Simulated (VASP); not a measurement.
A run of VASP 6.6.1:

Contents of INCAR:

```
ALGO = Normal ; EDIFF = 1E-7
ENCUT = 520 ; GGA = CA
ISIF = 2 ; ISMEAR = -1
LASPH = True ; LCHARG = False
LREAL = False ; LWAVE = False
NBANDS = 17 ; NELM = 100
PREC = Accurate ; SIGMA = 0.1
```

The input KPOINTS:

```
k-points
0
Gamma
  4 4 3
```

The input POSCAR:

```
Hf
1.0
    3.1183974891      0.0000000000      0.0000000000
   -1.5591987445      2.7006114446      0.0000000000
    0.0000000000      0.0000000000      4.9475473504
Hf
2
Direct
    0.3333333333      0.6666666667      0.2500000000
    0.6666666667      0.3333333333      0.7500000000
```

Potentials or basis: VASP PAW LDA potentials, release 64 (Hf_pv).

Command:

```bash
$ cat potpaw_LDA.64/Hf_pv/POTCAR > POTCAR
$ mpirun -np 1 vasp_std > vasp.out
```

Hardware: 1 thread of AMD EPYC 7R13, on a shared host.

Estimate the wall time of this run.

Wall time 15 s on 1 thread of AMD EPYC 7R13, on a shared host, peak memory 0.11 GiB. Counts: scf iterations 12, k points 8.
